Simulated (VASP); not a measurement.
Set up this calculation in VASP 6.6.1, as the native input.

* Task: single point
* Functional: LDA
* Potentials or basis: VASP PAW LDA potentials, release 64 (Se, Li_sv)
* Cutoff: 750 eV
* k mesh: 7 × 7 × 7
* Occupations: fermi-dirac, width 0.05 eV
* Spin: no spin polarisation
* Dipole correction: no
* Further INCAR settings: ALGO = Normal; EDIFF = 1e-06; NBANDS = 13

The structure of Li2Se lies in POSCAR:

```
Li2Se
1.0
    0.0000000000      3.0613874993      3.0613874993
    3.0613874993      0.0000000000      3.0613874993
    3.0613874993      3.0613874993      0.0000000000
Se Li
1 2
Direct
    0.0000000000      0.0000000000      0.0000000000
    0.7500000000      0.7500000000      0.7500000000
    0.2500000000      0.2500000000      0.2500000000
```

One way to write it, as run:

INCAR

```
PREC = Accurate
ENCUT = 750
EDIFF = 1E-6
ISMEAR = -1
SIGMA = 0.05
LREAL = F
LASPH = T
NELM = 120
ALGO = Normal
ISIF = 2
LWAVE = F
LCHARG = F
GGA = CA
NBANDS = 13
GGA_COMPAT = F
```

KPOINTS

```
regular mesh
0
Gamma
  7 7 7
```

Potentials or basis: VASP PAW LDA potentials, release 64 (Se, Li_sv).

The run is started by

```sh
$ cat potpaw_LDA.64/Se/POTCAR potpaw_LDA.64/Li_sv/POTCAR > POTCAR
$ mpirun -np 1 vasp_std > vasp.out
```

It gave:

The pressure is -4.1 GPa and the band gap on the k mesh is 2.97 eV.

Caveat: the cell stands under tension; an odd mesh through Γ misses points on the zone boundary, where band edges can lie.

Wall time 48 s on 1 thread of Intel Xeon 8259CL, on a shared host, peak memory 0.2 GiB.
